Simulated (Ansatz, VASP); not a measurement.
Sn in VASP and in Ansatz

The input POSCAR:

```
Sn
1.0
    0.0000000000      3.3250000000      3.3250000000
    3.3250000000      0.0000000000      3.3250000000
    3.3250000000      3.3250000000      0.0000000000
Sn
2
Direct
    0.0052091754      0.0052091754      0.0052091754
    0.2500000000      0.2500000000      0.2500000000
```

File INCAR.step1:

```
PREC = Accurate ; ENCUT = 520
EDIFF = 1E-5 ; ISMEAR = -1
SIGMA = 0.1 ; LREAL = False
LASPH = True ; NELM = 60
ALGO = Normal ; ISIF = 2
LWAVE = True ; GGA = PE
NBANDS = 21
```

INCAR.step2

```
PREC = Accurate ; ENCUT = 520
EDIFF = 1E-6 ; ISMEAR = -1
SIGMA = 0.1 ; LREAL = False
LASPH = True ; NELM = 60
ALGO = Normal ; ISIF = 2
LWAVE = False ; LCHARG = True
GGA = PE ; LHFCALC = True
HFSCREEN = 0.2079 ; PRECFOCK = Normal
LELF = True ; LVHAR = True
ISTART = 1 ; NBANDS = 21
```

The input KPOINTS:

```
Automatic mesh
0
Gamma
  4 4 4
```

Input for Ansatz:

```yaml
crystal:
  lattice:
    - [0.0, 3.325, 3.325]
    - [3.325, 0.0, 3.325]
    - [3.325, 3.325, 0.0]
  atoms:
    - { symbol: Sn, position: [0.0052091754, 0.0052091754, 0.0052091754] }
    - { symbol: Sn, position: [0.25, 0.25, 0.25] }
kpoints:
  mp_grid: { grid: [4, 4, 4] }
hamiltonian:
  xc: hse06
  pseudopotentials: { kind: paw }
scf:
  occupations: { method: fermi_dirac, width: 0.1 }
output:
  forces: true
  stress: true
  eigenvalues: true
basis:
  ecutwfc: 480
```

Alike in both runs: task single point; functional HSE06; k mesh 4 × 4 × 4; occupations fermi-dirac, width 0.1 eV; no spin polarisation.

|  | VASP | Ansatz |
| --- | --- | --- |
| version | VASP 6.6.1 | Ansatz 0.2.0 development build |
| potentials or method | VASP PAW PBE potentials, release 64 (Sn_d), cutoff 520 eV | plane waves, PAW datasets (generated soft set 1) |
| valence electrons in the cell | 28 | 28 |

|  | VASP | Ansatz | Ansatz less VASP |
| --- | --- | --- | --- |
| rms of the force components (eV/Å) | 0.244 | 0.243 | -0.0004 |

Atom by atom the forces differ by 0.000 eV/Å (rms over components). The functional is the same, so the differences come from potentials, cutoffs and numerics. Ansatz's warnings: filled band counts differ across k points, stress exchange threshold loose, stress scf threshold loose.

The k mesh is coarse, so the values compare programs but aren't converged.
